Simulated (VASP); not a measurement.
The system is Ba.

```
Ba
1.0
    -2.50650    2.50650    2.50650
     2.50650   -2.50650    2.50650
     2.50650    2.50650   -2.50650
Ba
1
Direct
  0.00000 0.00000 0.00000
```

| Item | Value |
| --- | --- |
| Program | VASP 6.6.1 |
| Task | relaxation of cell and atoms |
| Functional | r2SCAN |
| Potentials or basis | VASP PAW PBE potentials, release 64 (Ba_sv) |
| Cutoff | 600 eV |
| k mesh | 12 × 12 × 12 |
| Occupations | fermi-dirac, width 0.02 eV |
| Spin | no spin polarisation |

At the start: pressure 0.3 GPa; volume 62.99 Å³/atom.

Problem. Where does the relaxation end?

Solution. Over 3 steps the energy falls by 2.6 meV/atom and the volume is 65.55 Å³/atom (+4.1 %); space group Im-3m (No. 229, to 0.1 Å) before and after.

The path:
| step | energy change (eV) | largest force (eV/Å) | pressure (GPa) | volume (Å³) |
| --- | --- | --- | --- | --- |
| 1 | 0.0000 | 0.0000 | 0.34 | 62.99 |
| 2 | -0.0019 | 0.0000 | 0.17 | 64.21 |
| 3 | -0.0026 | 0.0000 | 0.00 | 65.55 |

Final structure:
```
Ba
1.0
    -2.53998    2.53998    2.53998
     2.53998   -2.53998    2.53998
     2.53998    2.53998   -2.53998
Ba
1
Direct
  0.00000 0.00000 0.00000
```

Caveat: the PAW data sets were made with another functional, which shifts forces and pressure a little.
